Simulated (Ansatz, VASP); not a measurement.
**Mg16O: VASP beside Ansatz**

```
Mg O
1.0
     6.42014    0.00000    0.00000
    -3.21007    5.56000    0.00000
     0.00000    0.00000   24.71478
Mg O
16 1
Cartesian
  1.6050 0.9267 4.0000
  0.0000 3.7067 4.0000
  4.8151 0.9267 4.0000
  3.2101 3.7067 4.0000
  0.0000 1.8533 6.5690
  -1.6050 4.6333 6.5690
  3.2101 1.8533 6.5690
  1.6050 4.6333 6.5690
  1.6050 0.9267 9.1020
  0.0000 3.7067 9.1020
  4.8151 0.9267 9.1020
  3.2101 3.7067 9.1020
  0.0000 1.8533 11.7148
  -1.6050 4.6333 11.7148
  3.2101 1.8533 11.7148
  1.6050 4.6333 11.7148
  0.0000 1.8533 13.9448
```

Alike in both runs: task single point; functional PBE; k mesh 6 × 6 × 1; occupations gaussian, width 0.1 eV; no spin polarisation.

|  | VASP | Ansatz |
| --- | --- | --- |
| version | VASP 6.6.1 | Ansatz 0.2.0 |
| potentials or method | VASP PAW PBE potentials, release 64 (Mg, O), cutoff 520 eV | scalar-relativistic, plane waves, PAW |
| valence electrons in the cell | 38 | 166 |

Ansatz gave:

```
gap on the k mesh at the Fermi level (eV) : none
rms of the force components (eV/Å)        : 0.547
```

Problem. Estimate VASP's values.

Solution. gap on the k mesh at the Fermi level (eV): none; rms of the force components (eV/Å): 0.544.

Atom by atom the forces differ by 0.004 eV/Å (rms over components). A gap of «none» marks a metal or a gap that the smearing closes. VASP's potentials hold 38 valence electrons a cell and Ansatz's 166, so a difference there can come from the potentials and not from the codes.
